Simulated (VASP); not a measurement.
LiH:

```
Li H
1.0
    -1.37891    2.41725   -0.00457
    -2.71512    0.02465    0.00804
    -1.39195    0.78032    9.49728
Li H
4 4
Direct
  0.01045 0.98695 0.99290
  0.50467 0.49747 0.49968
  0.10052 0.07598 0.74579
  0.88567 0.92804 0.26172
  0.23807 0.19492 0.37706
  0.78776 0.81668 0.62575
  0.36972 0.37624 0.87124
  0.60314 0.62372 0.12586
```

| Item | Value |
| --- | --- |
| Program | VASP 6.6.1 |
| Task | relaxation of cell and atoms |
| Functional | PBE |
| Potentials or basis | VASP PAW PBE potentials, release 64 (Li_sv, H) |
| Cutoff | 600 eV |
| k mesh | 6 × 6 × 6 |
| Occupations | gaussian, width 0.1 eV |
| Spin | no spin polarisation |

At the start: pressure 1.7 GPa; volume 7.75 Å³/atom.

**Question.** Where does the relaxation end?

**Answer.** Over 9 steps the energy falls by 9.9 meV/atom and the volume is 8.07 Å³/atom (+4.2 %); space group P1 (No. 1, to 0.1 Å) before, R-3m (No. 166, to 0.1 Å).

Step by step:
```tsv
step	energy change (eV)	largest force (eV/Å)	pressure (GPa)	volume (Å³)
1	0.0000	0.4913	1.75	62.00
2	-0.0383	0.2891	1.19	62.76
3	-0.0670	0.1194	0.30	64.17
4	-0.0670	0.1351	0.26	64.24
5	-0.0717	0.0983	0.10	64.49
6	-0.0768	0.0558	-0.27	65.15
7	-0.0780	0.0297	-0.17	64.95
8	-0.0789	0.0285	0.05	64.53
9	-0.0789	0.0228	0.02	64.60
```

Final structure:
```cif
data_structure
_symmetry_space_group_name_H-M 'P 1'
_symmetry_Int_Tables_number 1
_cell_length_a 2.7975
_cell_length_b 2.8034
_cell_length_c 9.6420
_cell_angle_alpha 81.719
_cell_angle_beta 81.877
_cell_angle_gamma 60.011
_cell_volume 64.60
loop_
_atom_site_label
_atom_site_type_symbol
_atom_site_fract_x
_atom_site_fract_y
_atom_site_fract_z
_atom_site_occupancy
Li1 Li 0.99818 0.99056 0.00010 1
Li2 Li 0.50476 0.50354 0.49984 1
Li3 Li 0.09245 0.08763 0.74266 1
Li4 Li 0.90590 0.91852 0.25721 1
H1 H 0.20531 0.21040 0.37878 1
H2 H 0.79892 0.79411 0.62177 1
H3 H 0.37757 0.37290 0.87149 1
H4 H 0.61690 0.62234 0.12816 1
```

Caveat: the k points lie up to 0.43 Å⁻¹ apart in the final cell; the cutoff is under 1.25 times the usual one of these potentials, so pressure, stress and relaxed cells hold a basis-set (Pulay) error.
